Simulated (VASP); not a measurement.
A run of VASP 6.6.1 is set up as follows.

INCAR

```
PREC = Accurate
ENCUT = 520
EDIFF = 1E-6
ISMEAR = -1
SIGMA = 0.05
LREAL = False
LASPH = True
NELM = 150
ALGO = Normal
ISIF = 2
LWAVE = False
LCHARG = False
ISPIN = 2
MAGMOM = 3
LORBIT = 11
LMAXMIX = 6
GGA = PE
NBANDS = 17
```

KPOINTS

```
regular mesh
0
Gamma
  9 9 9
```

File POSCAR:

```
Nd
1.0
   -2.0892152639      2.0892152639      2.0892152639
    2.0892152639     -2.0892152639      2.0892152639
    2.0892152639      2.0892152639     -2.0892152639
Nd
1
Direct
    0.0000000000      0.0000000000      0.0000000000
```

Potentials or basis: VASP PAW PBE potentials, release 64 (Nd).

Launch:

```bash
$ cat potpaw_PBE.64/Nd/POTCAR > POTCAR
$ mpirun -np 1 vasp_std > vasp.out
```

(1) What does it give for the pressure?

(2) Estimate the net moment.

(3) What does it give for the site moments?

Results:

(1) -0.5 GPa.

(2) 4.07 μB per cell.

(3) Nd +3.38 μB.

Caveat: the magnetic or orbital state may not be the lowest.
